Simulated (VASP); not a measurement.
Here is a VASP 6.6.1 calculation.

Contents of INCAR:

```
ALGO = Normal ; EDIFF = 1E-7
ENCUT = 520 ; GGA = PE
ISIF = 2 ; ISMEAR = 0
LASPH = True ; LCHARG = False
LREAL = False ; LWAVE = False
NBANDS = 16 ; NELM = 80
PREC = Accurate ; SIGMA = 0.05
```

The input KPOINTS:

```
k-points
0
Gamma
  6 6 6
```

Contents of POSCAR:

```
SrLiH3
1.0
    4.6307910000      0.0000000000      0.0347309325
    0.0000000000      4.6307910000      0.0000000000
    0.0347309325      0.0000000000      4.6307910000
Li Sr H
1 1 3
Direct
    0.0000000000      0.0000000000      0.0000000000
    0.5000000000      0.5000000000      0.5000000000
    0.0000000000      0.5000000000      0.5000000000
    0.5000000000      0.0000000000      0.5000000000
    0.5000000000      0.5000000000      0.0000000000
```

Potentials or basis: VASP PAW PBE potentials, release 64 (Li_sv, Sr_sv, H).

The run is started by

```sh
$ cat potpaw_PBE.64/Li_sv/POTCAR potpaw_PBE.64/Sr_sv/POTCAR potpaw_PBE.64/H/POTCAR > POTCAR
$ mpirun -np 1 vasp_std > vasp.out
```

(1) Estimate the band gap on the k mesh.

## Answers

(1) 1.80 eV (least direct gap 2.21 eV).

Caveat: the cell differs from its parent crystal (strain +0.0150 x Voigt [0, 0, 0, 0, 1, 0]).
